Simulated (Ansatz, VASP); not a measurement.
**One calculation of Al2InN3, two programs**

The input INCAR:

```
PREC = Accurate
ENCUT = 520
EDIFF = 1E-6
ISMEAR = 0
SIGMA = 0.05
LREAL = False
LASPH = True
NELM = 80
ALGO = Normal
ISIF = 2
LWAVE = False
LCHARG = True
GGA = PE
LELF = True
LVHAR = True
NBANDS = 46
```

The input KPOINTS:

```
regular mesh
0
Gamma
  6 6 6
```

The input POSCAR:

```
Al2InN3
1.0
    4.9995786033     -2.9532078148      0.0000000000
    4.9995786033      2.9532078148      0.0000000000
    0.0000000000      0.0000000000      5.3376970101
Al In N
4 2 6
Direct
    0.0084427086      0.3348641725      0.9917411822
    0.6651358275      0.9915572914      0.9917411822
    0.9915572914      0.6651358275      0.4917411822
    0.3348641725      0.0084427086      0.4917411822
    0.3220722962      0.6779277038      0.9869930315
    0.6779277038      0.3220722962      0.4869930315
    0.0367610679      0.3336262977      0.3556963910
    0.6663737023      0.9632389321      0.3556963910
    0.9632389321      0.6663737023      0.8556963910
    0.3336262977      0.0367610679      0.8556963910
    0.2982358752      0.7017641248      0.4061317922
    0.7017641248      0.2982358752      0.9061317922
```

Input for Ansatz:

```yaml
crystal:
  lattice:
    - [4.9995786033, -2.9532078148, 0.0]
    - [4.9995786033, 2.9532078148, 0.0]
    - [0.0, 0.0, 5.3376970101]
  atoms:
    - { symbol: Al, position: [0.0084427086, 0.3348641725, 0.9917411822] }
    - { symbol: Al, position: [0.6651358275, 0.9915572914, 0.9917411822] }
    - { symbol: Al, position: [0.9915572914, 0.6651358275, 0.4917411822] }
    - { symbol: Al, position: [0.3348641725, 0.0084427086, 0.4917411822] }
    - { symbol: In, position: [0.3220722962, 0.6779277038, 0.9869930315] }
    - { symbol: In, position: [0.6779277038, 0.3220722962, 0.4869930315] }
    - { symbol: "N", position: [0.0367610679, 0.3336262977, 0.355696391] }
    - { symbol: "N", position: [0.6663737023, 0.9632389321, 0.355696391] }
    - { symbol: "N", position: [0.9632389321, 0.6663737023, 0.855696391] }
    - { symbol: "N", position: [0.3336262977, 0.0367610679, 0.855696391] }
    - { symbol: "N", position: [0.2982358752, 0.7017641248, 0.4061317922] }
    - { symbol: "N", position: [0.7017641248, 0.2982358752, 0.9061317922] }
basis:
  ecutwfc: 520.0
kpoints:
  mp_grid: { grid: [6, 6, 6] }
hamiltonian:
  xc: pbe
  pseudopotentials: { kind: paw, azcp: { folder: soft_1 } }
scf:
  occupations: { method: gaussian, width: 0.05 }
output:
  forces: true
  stress: true
  eigenvalues: true
  write_density: true
  write_potential: true
  elf: true
  volumetric_format: npy
```

Change from the starting cell: volume 13.135 Å^3 an atom, stretch along b over the lengths across it, relative to the relaxed cell 1.0271.

Alike in both runs: task single point; functional PBE; k mesh 6 × 6 × 6; occupations gaussian, width 0.05 eV; no spin polarisation.

```csv
,VASP,Ansatz
version,VASP 6.6.1,Ansatz 0.2.0
potentials or method,"VASP PAW PBE potentials, release 64 (Al, In_d, N), cutoff 520 eV","scalar-relativistic, plane waves, PAW"
valence electrons in the cell,68,68
```

```csv
,VASP,Ansatz,Ansatz less VASP
gap on the k mesh at the Fermi level (eV),1.71,1.71,+0.001
least direct gap on the mesh (eV),1.71,1.71,+0.001
pressure (GPa),-11.0,-11.0,+0.06
"traceless stress, the component that is largest in VASP (GPa)",-4.15,-4.12,+0.030
rms of the force components (eV/Å),0.086,0.085,-0.0006
```

Atom by atom the forces differ by 0.009 eV/Å (rms over components). With one functional, cell and mesh, what is left measures potentials, basis and numerics.
